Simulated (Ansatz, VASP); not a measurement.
# PdI in VASP and in Ansatz

Contents of INCAR:

```
ALGO = Normal
EDIFF = 1E-6
ENCUT = 520
GGA = PE
ISIF = 2
ISMEAR = -1
LASPH = T
LCHARG = T
LELF = T
LREAL = F
LVHAR = T
LWAVE = F
NBANDS = 16
NELM = 100
PREC = Accurate
SIGMA = 0.05
```

The input KPOINTS:

```
k-points
0
Gamma
  12 12 12
```

POSCAR

```
PdI
1.0
    3.0182215506      0.0000000000      0.0000000000
    0.0000000000      3.0182215506      0.0000000000
    0.0000000000      0.0000000000      3.0182215506
Pd I
1 1
Direct
    0.0000000000      0.0000000000      0.0000000000
    0.5000000000      0.5000000000      0.5000000000
```

Input for Ansatz:

```yaml
crystal:
  lattice:
    - [3.0182215506, 0.0, 0.0]
    - [0.0, 3.0182215506, 0.0]
    - [0.0, 0.0, 3.0182215506]
  atoms:
    - { symbol: Pd, position: [0.0, 0.0, 0.0] }
    - { symbol: I, position: [0.5, 0.5, 0.5] }
kpoints:
  mp_grid: { grid: [12, 12, 12] }
scf:
  occupations: { method: fermi_dirac, width: 0.05 }
hamiltonian:
  xc: pbe
  pseudopotentials: { kind: paw }
output:
  forces: true
  stress: true
  eigenvalues: true
  populations: true
  write_density: true
  write_potential: true
  elf: true
  volumetric_format: npy
```

Change from the starting cell: volume scaled by 0.6, PAW files.

Alike in both runs: task single point; functional PBE; k mesh 12 × 12 × 12; occupations fermi-dirac, width 0.05 eV; no spin polarisation.

|  | VASP | Ansatz |
| --- | --- | --- |
| version | VASP 6.6.1 | Ansatz 0.2.0 |
| potentials or method | VASP PAW PBE potentials, release 64 (Pd, I) | PAW with Ansatz's default frozen-core files, scalar-relativistic |
| plane-wave cutoff (eV) | 520 | 420 |
| valence electrons in the cell | 17 | 35 |

|  | VASP | Ansatz | Ansatz less VASP |
| --- | --- | --- | --- |
| pressure (GPa) | 130.0 | 129.7 | -0.30 |

Both programs put the cell under a high pressure, so it lies far from rest at this level. The functional is the same, so the differences come from potentials, cutoffs and numerics. VASP's potentials hold 17 valence electrons a cell and Ansatz's 35, so a difference there can come from the potentials and not from the codes.

Spin-orbit coupling is off throughout. Noted on VASP's run: the cell as given lies far from equilibrium.
